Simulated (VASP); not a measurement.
CdS (wurtzite type): relaxation of cell and atoms with PBE

CdS (wurtzite type):

```
Cd S
1.0
     3.99959    0.00000    0.00000
    -1.99979    3.46374    0.00000
     0.00000    0.00000    6.51933
Cd S
2 2
Direct
  0.33333 0.66667 0.00000
  0.66667 0.33333 0.50000
  0.33333 0.66667 0.37600
  0.66667 0.33333 0.87600
```

```yaml
Program: VASP 6.6.1
Task: relaxation of cell and atoms
Functional: PBE
Potentials_or_basis: VASP PAW PBE potentials, release 64 (Cd, S)
Cutoff: 600 eV
k_mesh: 9 × 9 × 5
Occupations: fermi-dirac, width 0.08 eV
Spin: no spin polarisation
Target_pressure: 6.2 GPa
Dipole_correction: no
Further_INCAR_settings: ALGO = Normal; EDIFF = 1e-07; IBRION = 2; EDIFFG = -0.005; NSW = 60; ISIF = 3
```

* Relaxed volume: 23.83 Å³/atom
* Relaxed cell: a = 4.072 Å, b = 4.072 Å, c = 6.637 Å, α = 90.00°, β = 90.00°, γ = 120.00°
* Space group after relaxing (to 0.1 Å): P6_3mc (No. 186)
* Energy change on relaxing (the run minimises the enthalpy): -66.1 meV/atom
* Ionic steps: 3
* Pressure after relaxing: 6.2 GPa
* Band gap on the k mesh: 1.32 eV

Step by step:
| step | energy change (eV) | largest force (eV/Å) | pressure (GPa) | volume (Å³) |
| --- | --- | --- | --- | --- |
| 1 | 0.0000 | 0.0097 | 11.01 | 90.32 |
| 2 | -0.3829 | 0.0076 | 3.05 | 99.47 |
| 3 | -0.2643 | 0.0009 | 6.18 | 95.31 |

Final structure:
```
Cd S
1.0
     4.07200    0.00000    0.00000
    -2.03600    3.52646    0.00000
     0.00000    0.00000    6.63708
Cd S
2 2
Direct
  0.33333 0.66667 0.00004
  0.66667 0.33333 0.50004
  0.33333 0.66667 0.37596
  0.66667 0.33333 0.87596
```

Levels at points of the mesh, in eV from the valence-band top:
| k point | band 14 | band 15 | band 16 | band 17 | band 18 | band 19 | band 20 | band 21 | band 22 |
| --- | --- | --- | --- | --- | --- | --- | --- | --- | --- |
| (0.00, 0.00, 0.00) | -0.82 | -0.82 | -0.06 | 0.00 | 0.00 | 1.32 | 2.87 | 6.48 | 6.48 |

Run time: 3 min on 1 thread of Intel(R) Xeon(R) Platinum 8488C (Sapphire Rapids) (shared host), peak memory 0.28 GiB.

Caveat: the cell is relaxed towards a set pressure, so the run minimises the enthalpy, not the energy.
